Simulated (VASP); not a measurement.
# Ti (P-1) in VASP: single point with PBE

Aim: the single point of Ti with PBE.

Everything below comes from runs of VASP 6.6.1. Logs are shortened: lines on timing, memory, paths and dates and some standing lists are left out, and cuts for length are marked.

**1. The cell of the first run**

The typed cell holds 2 atoms: a = 2.951 Å, b = 2.988 Å, c = 4.687 Å, α = 90.62°, β = 91.71°, γ = 121.27°.

**2. Single point, PBE (equal xy, yz and zx shear strains of -3 %)**

File INCAR:

```
PREC = Accurate
ENCUT = 520
EDIFF = 1E-6
ISMEAR = -1
SIGMA = 0.08
LREAL = False
LASPH = True
NELM = 100
ALGO = Normal
ISIF = 2
LWAVE = False
LCHARG = True
GGA = PE
LELF = True
LVHAR = True
NBANDS = 19
```

File KPOINTS:

```
Automatic mesh
0
Gamma
  13 13 7
```

File POSCAR:

```
Ti
1.0
    2.9499978604     -0.0442499679     -0.0442499679
   -1.5133205265      2.5768980722     -0.0161966124
   -0.0702900000     -0.0702900000      4.6860000000
Ti
2
Direct
    0.3333333333      0.6666666667      0.2500000000
    0.6666666667      0.3333333333      0.7500000000
```

Potentials or basis: VASP PAW PBE potentials, release 64 (Ti_sv).

On the command line:

```console
cat potpaw_PBE.64/Ti_sv/POTCAR > POTCAR
mpirun -np 1 vasp_std > vasp.out
```

OUTCAR:

```text
PREC = Accurate
   ENCUT = 520
   EDIFF = 1E-6
   ISMEAR = -1
   LREAL = False
   LASPH = True
   NELM = 100
   ISIF = 2
   GGA = PE

 ion  position               nearest neighbor table
   1  0.333  0.667  0.250-   2 2.83   2 2.86   2 2.90
   2  0.667  0.333  0.750-   1 2.83   1 2.86   1 2.90

  LATTYP: Found a triclinic cell.
 ALAT       =     2.9884452514
 B/A-ratio  =     2.3545969007
 C/A-ratio  =     0.9873567314
 COS(alpha) =     0.0017918142
 COS(beta)  =     0.5191268021
 COS(gamma) =     0.6388804514

  Lattice vectors:

 A1 = (  -1.5133205265,   2.5768980722,  -0.0161966124)
 A2 = (  -0.0063531926,   5.1798361765,  -4.7626431927)
 A3 = (  -2.9499978604,   0.0442499679,   0.0442499679)

Analysis of symmetry for initial positions (statically):
=====================================================================
 Subroutine PRICEL returns:
 Original cell was already a primitive cell.

 Routine SETGRP: Setting up the symmetry group for a
 triclinic supercell.

 Subroutine GETGRP returns: Found  2 space group operations
 (whereof  2 operations were pure point group operations)
 out of a pool of  2 trial point group operations.

The static configuration has the point symmetry S_2 .

Analysis of symmetry for dynamics (positions and initial velocities):
=====================================================================
 Subroutine PRICEL returns:
 Original cell was already a primitive cell.

 Routine SETGRP: Setting up the symmetry group for a
 triclinic supercell.

 Subroutine GETGRP returns: Found  2 space group operations
 (whereof  2 operations were pure point group operations)
 out of a pool of  2 trial point group operations.

The dynamic configuration has the point symmetry S_2 .

 Subroutine INISYM returns: Found  2 space group operations
 (whereof  2 operations are pure point group operations),
 and found     1 'primitive' translations

----------------------------------------------------------------------------------------

                                     Primitive cell

  volume of cell :      35.2923

  direct lattice vectors                    reciprocal lattice vectors
     2.949997860 -0.044249968 -0.044249968     0.342119982  0.200966092  0.008146291
    -1.513320527  2.576898072 -0.016196612     0.005963499  0.391603100  0.005963499
    -0.070290000 -0.070290000  4.686000000     0.003251256  0.003251256  0.213499160

  length of vectors
     2.950661535  2.988445251  4.687054231     0.396862463  0.391693904  0.213548665

  position of ions in fractional coordinates (direct lattice)
     0.333333333  0.666666667  0.250000000
     0.666666667  0.333333333  0.750000000

  ion indices of the primitive-cell ions
   primitive index   ion index
                 1           1
                 2           2

----------------------------------------------------------------------------------------

 KPOINTS: Automatic mesh

Automatic generation of k-mesh.
 Grid dimensions read from file:
 generate k-points for:   13   13    7

 Generating k-lattice:

  Cartesian coordinates                     Fractional coordinates (reciprocal lattice)
     0.026316922  0.015458930  0.000626638     0.076923077 -0.000000000 -0.000000000
     0.000458731  0.030123315  0.000458731     0.000000000  0.076923077  0.000000000
     0.000464465  0.000464465  0.030499880    -0.000000000  0.000000000  0.142857143

  Length of vectors
     0.030527882  0.030130300  0.030506952

  Shift w.r.t. Gamma in fractional coordinates (k-lattice)
     0.000000000  0.000000000  0.000000000

 Subroutine IBZKPT returns following result:
 ===========================================

 Found    592 irreducible k-points:

 Following reciprocal coordinates:
            Coordinates               Weight
  0.000000  0.000000  0.000000      1.000000
  0.076923 -0.000000  0.000000      2.000000
  0.153846  0.000000  0.000000      2.000000
  0.230769  0.000000  0.000000      2.000000
  0.307692  0.000000  0.000000      2.000000
  0.384615  0.000000  0.000000      2.000000
[... 16 lines left out ...]
  0.153846  0.153846  0.000000      2.000000
  0.230769  0.153846  0.000000      2.000000
 [... further k-points ...]
   k-points           NKPTS =    592   k-points in BZ     NKDIM =    592   number of bands    NBANDS=     19
   number of dos      NEDOS =    301   number of ions     NIONS =      2
   total plane-waves  NPLWV =  20736
   dimension x,y,z NGX =    24 NGY =   24 NGZ =   36
   dimension x,y,z NGXF=    48 NGYF=   48 NGZF=   72
   ions per type =               2
   NGX,Y,Z   is equivalent  to a cutoff of  13.52, 13.35, 12.77 a.u.
   NGXF,Y,Z  is equivalent  to a cutoff of  27.04, 26.70, 25.54 a.u.
 SYSTEM =  unknown system
   PREC   = accura    normal or accurate (medium, high low for compatibility)
   ISTART =      0    job   : 0-new  1-cont  2-samecut
   ICHARG =      2    charge: 1-file 2-atom 10-const
   ISPIN  =      1    spin polarized calculation?
   LNONCOLLINEAR =      F non collinear calculations
   LSORBIT =      F    spin-orbit coupling
   LASPH  =      T    aspherical Exc in radial PAW
   ENCUT  =  520.0 eV  38.22 Ry    6.18 a.u.   5.49  5.56  8.71*2*pi/ulx,y,z
   NELM   =    100;   NELMIN=  2; NELMDL= -5     # of ELM steps
   EDIFF  = 0.1E-05   stopping-criterion for ELM
   LREAL  =      F    real-space projection
   EDIFFG = 0.1E-04   stopping-criterion for IOM
   NSW    =      0    number of steps for IOM
   IBRION =     -1    ionic relax: 0-MD 1-quasi-New 2-CG
   NFREE  =      0    steps in history (QN), initial steepest desc. (CG)
   ISIF   =      2    stress and relaxation
   ISYM   =      2    0-nonsym 1-usesym 2-fastsym
   POTIM  = 0.5000    time-step for ionic-motion
   TEBEG  =    0.0;   TEEND  =   0.0 temperature during run
   PSTRESS=    0.0 pullay stress
   NELECT =      24.0000    total number of electrons
   NUPDOWN=      -1.0000    fix difference up-down
   EMIN   =  10.00;   EMAX   =-10.00  energy-range for DOS
   EFERMI =   0.00;   METHOD = LEGACY
   ISMEAR =    -1;   SIGMA  =   0.08  broadening in eV -4-tet -1-fermi 0-gaus
   EFERMI_NEDOS =   21; number of points for ismear=-14 and -15
   IALGO  =     38    algorithm
   IMIX   =      4    mixing-type and parameters
     AMIX     =   0.40;   BMIX     =  1.00
     AMIX_MAG =   1.60;   BMIX_MAG =  1.00
  volume/ion in A,a.u.               =      17.65       119.08
  Fermi-wavevector in a.u.,A,eV,Ry     =   1.439633  2.720512 28.198671  2.072544
  Thomas-Fermi vector in A             =   2.558467
   LORBIT       =      0    0 simple, 1 ext, 2 COOP (PROOUT), +10 PAW based schemes
   GGA     = PE    functional components
   LHFCALC =     F    Hartree Fock is set to
   AEXX    =    0.0000 exact exchange contribution
   IVDW    =     0    specifies the selected vdW correction
   LEPSILON=     F    determine dielectric tensor
   LRPA    =     F    only Hartree local field effects (RPA)
 non-spin polarized calculation
  energy-cutoff  :      520.00
  volume of cell :       35.29
 maximum number of plane-waves:       971
 NGX is ok and might be reduce to    24
   NGX = 11   NGY = 11   NGZ = 17

 number of electron      23.9999999 magnetization

 Free energy of the ion-electron system (eV)
  ---------------------------------------------------
  ext. energy  EPLUGINS =         0.00000000
  ---------------------------------------------------
  free energy    TOTEN  =       -15.67648535 eV

  energy without entropy =      -15.62655453  energy(sigma->0) =      -15.65151994

 E-fermi :   8.1480     XC(G=0): -11.4216

 val. band max:        8.1461537903   @ k =  -0.0000  -0.0000   0.4286
 cond. band min:       8.1484298121   @ k =  -0.0769   0.1538   0.0000
 fundamental gap:      0.0022760218
 Fermi energy:         8.1480122905

 k-point     1 :       0.0000    0.0000    0.0000
  band No.  band energies     occupation
      1     -48.7105      2.00000
      2     -48.5823      2.00000
      3     -25.2777      2.00000
      4     -24.6823      2.00000
      5     -24.6537      2.00000
      6     -24.6086      2.00000
[... 11 lines left out ...]
     18       9.8629      0.00000
     19      11.2226      0.00000

 k-point     2 :       0.0769   -0.0000    0.0000
  band No.  band energies     occupation
      1     -48.7047      2.00000
      2     -48.5799      2.00000
      3     -25.2648      2.00000
      4     -24.6934      2.00000
      5     -24.6788      2.00000
      6     -24.6178      2.00000
[... 11 lines left out ...]
     18       9.7755      0.00000
     19      11.2793      0.00000

 k-point     3 :       0.1538    0.0000    0.0000
  band No.  band energies     occupation
      1     -48.6882      2.00000
      2     -48.5734      2.00000
      3     -25.2276      2.00000
      4     -24.7571      2.00000
      5     -24.7146      2.00000
      6     -24.6709      2.00000
[... 11 lines left out ...]
     18       9.7232      0.00000
     19      11.3910      0.00000

 k-point     4 :       0.2308    0.0000    0.0000
  band No.  band energies     occupation
      1     -48.6641      2.00000
      2     -48.5651      2.00000
      3     -25.1709      2.00000
      4     -24.8622      2.00000
      5     -24.7699      2.00000
      6     -24.7492      2.00000
[... 11 lines left out ...]
     18      10.1786      0.00000
     19      11.4988      0.00000

 k-point     5 :       0.3077    0.0000    0.0000
  band No.  band energies     occupation
      1     -48.6367      2.00000
      2     -48.5579      2.00000
      3     -25.1022      2.00000
      4     -24.9748      2.00000
      5     -24.8739      2.00000
      6     -24.7841      2.00000
[... 11 lines left out ...]
     18      10.7313      0.00000
     19      11.5766      0.00000
[... 334 lines left out ...]
      2     -48.5742      2.00000
      3     -25.2297      2.00000
      4     -24.7645      2.00000
      5     -24.7002      2.00000
      6     -24.6748      2.00000
[... 11 lines left out ...]
     18       9.8351      0.00000
     19      11.4078      0.00000

 k-point    22 :       0.0769    0.1538    0.0000
  band No.  band energies     occupation
      1     -48.6739      2.00000
      2     -48.5685      2.00000
      3     -25.1939      2.00000
      4     -24.8217      2.00000
      5     -24.7653      2.00000
      6     -24.7019      2.00000
[... 11 lines left out ...]
     18      10.1180      0.00000
     19      11.4456      0.00000

 k-point    23 :       0.1538    0.1538    0.0000
  band No.  band energies     occupation
      1     -48.6516      2.00000
      2     -48.5616      2.00000
      3     -25.1396      2.00000
      4     -24.8878      2.00000
      5     -24.8683      2.00000
      6     -24.7320      2.00000
[... 11 lines left out ...]
     18      10.6843      0.00000
     19      11.4765      0.00000

 k-point    24 :       0.2308    0.1538    0.0000
  band No.  band energies     occupation
      1     -48.6264      2.00000
      2     -48.5562      2.00000
      3     -25.0739      2.00000
      4     -24.9751      2.00000
      5     -24.9396      2.00000
      6     -24.7790      2.00000
[... 11 lines left out ...]
     18      11.3641      0.00000
     19      11.5022      0.00000

 [... further k-points ...]
[... 5 lines left out ...]
  --------------------------------------------------------------------------------------
  -------------------------------------------------------------------------------------
  Total       -0.3506147     -0.3422171     -0.4387783      0.4213765      0.2788983      0.2813216
  in kB      -15.9169744    -15.5357457    -19.9193675     19.1293728     12.6612407     12.7712550
  external PRESSURE =     -17.1240292 kB  Pullay stress =       0.0000000 kB

 VOLUME and BASIS-vectors are now :
 -----------------------------------------------------------------------------
  energy-cutoff  :      520.00
  volume of cell :       35.29
      direct lattice vectors                 reciprocal lattice vectors
     2.949997860 -0.044249968 -0.044249968     0.342119982  0.200966092  0.008146291
    -1.513320527  2.576898072 -0.016196612     0.005963499  0.391603100  0.005963499
    -0.070290000 -0.070290000  4.686000000     0.003251256  0.003251256  0.213499160

 POSITION                                       TOTAL-FORCE (eV/Angst)
 -----------------------------------------------------------------------------------
     -0.04312      1.68561      1.14595         0.081813      0.002694      0.016025
      1.40951      0.77675      3.47960        -0.081813     -0.002694     -0.016025
 -----------------------------------------------------------------------------------
    total drift:                               -0.000000      0.000000     -0.000000

  FREE ENERGIE OF THE ION-ELECTRON SYSTEM (eV)
  ---------------------------------------------------
  free  energy   TOTEN  =       -15.6764853462 eV

  energy  without entropy=      -15.6265545265  energy(sigma->0) =      -15.65151994
```

It took 8.2 min on 1 thread of Intel Xeon Platinum 8259CL at 2.50GHz (Skylake/Cascade Lake), shared host; peak memory 0.41 GiB.

What came out:

```
Free energy            : -15.6765 eV
Pressure               : -1.7 GPa
Largest force          : 0.083 eV/Å
Band gap on the k mesh : zero (band 12 reaches 8.88 eV, above the bottom of band 13 at 7.79 eV)
```

Forces in eV/Å, atoms in the order of the input:
```
Ti   0.082  0.003  0.016
Ti  -0.082 -0.003 -0.016
```

Caveat: the cell differs from its parent crystal (equal xy, yz and zx shear strains of -3 %).
